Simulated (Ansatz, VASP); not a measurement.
# Fe: VASP beside Ansatz

```
Fe
1.0
    -1.24490    1.24490    1.24490
     1.24490   -1.24490    1.24490
     1.24490    1.24490   -1.24490
Fe
1
Direct
  0.00000 0.00000 0.00000
```

Change from the starting cell: volume scaled by 0.68, LAPW.

Alike in both runs: task single point; functional PBE; k mesh 21 × 21 × 21; occupations fermi-dirac, width 0.1 eV; collinear spin.

|  | VASP | Ansatz |
| --- | --- | --- |
| version | VASP 6.6.1 | Ansatz 0.2.0 |
| potentials or method | VASP PAW PBE potentials, release 64 (Fe), cutoff 520 eV | all-electron LAPW, scalar-relativistic |

|  | VASP | Ansatz | Ansatz less VASP |
| --- | --- | --- | --- |
| pressure (GPa) | 181.4 | 181.8 | +0.46 |
| net moment per atom (μB) | 1.36 | 1.36 | 0.000 |
| size of the moment on the site where the two differ most (μB) | 1.31 | 1.38 | +0.068 |

Site moments also hang on the region over which each program counts them. Both programs put the cell under a high pressure, so it lies far from rest at this level. Ansatz ran all-electron here, and VASP with PAW potentials.

Noted on VASP's run: the cell as given lies far from equilibrium.
